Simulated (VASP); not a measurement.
# TaN (CsCl type): single point with PBE

TaN (CsCl type):

```
CELL_PARAMETERS angstrom
2.55342 0.00000 0.00000
0.00000 2.55342 0.00000
0.00000 0.00000 2.55342
ATOMIC_POSITIONS crystal
Ta 0.00000 0.00000 0.00000
N 0.50000 0.50000 0.50000
```

This cell differs from its parent crystal: volume scaled by 0.8.

```yaml
Program: VASP 6.6.1
Task: single point
Functional: PBE
Potentials_or_basis: VASP PAW PBE potentials, release 64 (Ta_pv, N)
Cutoff: 520 eV
k_mesh: 15 × 15 × 15
Occupations: fermi-dirac, width 0.05 eV
Spin: no spin polarisation
Dipole_correction: no
Further_INCAR_settings: ALGO = Normal; EDIFF = 1e-07; NBANDS = 15
```

| Quantity | Value |
| --- | --- |
| Pressure | 115.6 GPa |
| Band gap on the k mesh | zero (band 8 reaches 19.49 eV, above the bottom of band 9 at 8.91 eV) |

Levels at points of the mesh, in eV from the Fermi level:
| k point | band 5 | band 6 | band 7 | band 8 | band 9 | band 10 | band 11 | band 12 |
| --- | --- | --- | --- | --- | --- | --- | --- | --- |
| (0.00, 0.00, 0.00) | -6.49 | -6.49 | -3.34 | -3.34 | -3.34 | 4.90 | 4.90 | 4.90 |

Wall time 18 s on 1 thread of AMD EPYC 9R45 96-Core Processor (Zen 5), with other jobs on the host, peak memory 0.12 GiB.

Caveat: spin-orbit coupling is left out, which moves the levels of the heavy elements.
